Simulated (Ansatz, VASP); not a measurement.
**Ru in VASP and in Ansatz**

The input INCAR:

```
PREC = Accurate ; ENCUT = 500
EDIFF = 1E-6 ; ISMEAR = 1
SIGMA = 0.05 ; LREAL = F
LASPH = T ; NELM = 120
ALGO = Normal ; ISIF = 2
LWAVE = F ; LCHARG = F
GGA = PE ; NBANDS = 13
GGA_COMPAT = F
```

File KPOINTS:

```
Automatic mesh
0
Gamma
  10 10 10
```

POSCAR

```
Ru
1.0
    0.0000000000      1.9150000000      1.9150000000
    1.9150000000      0.0000000000      1.9150000000
    1.9150000000      1.9150000000      0.0000000000
Ru
1
Direct
    0.0000000000      0.0000000000      0.0000000000
```

Input for Ansatz:

```yaml
crystal:
  lattice:
    bravais: fcc
    a: 3.83
  space_group: 225
  atoms:
    - { symbol: Ru, position: [0.0, 0.0, 0.0] }
  reduce_to_primitive: true
basis:
  ecutwfc: 421.77648681281397
kpoints:
  mp_grid:
    grid: [10, 10, 10]
hamiltonian:
  xc: pbe
scf:
  occupations:
    method: cold
    width: 0.05
output:
  stress: true
```

Alike in both runs: task single point; functional PBE; k mesh 10 × 10 × 10; no spin polarisation.

|  | VASP | Ansatz |
| --- | --- | --- |
| version | VASP 6.6.1 | Ansatz 0.2.0 |
| potentials or method | VASP PAW PBE potentials, release 64 (Ru_pv), cutoff 500 eV | plane waves, PAW |
| occupations | methfessel-paxton of order 1, width 0.05 eV | cold, width 0.05 eV |
| valence electrons in the cell | 14 | 16 |

```csv
,VASP,Ansatz,Ansatz less VASP
pressure (GPa),-4.0,-3.9,+0.08
```

VASP's potentials hold 14 valence electrons a cell and Ansatz's 16, so a difference there can come from the potentials and not from the codes.
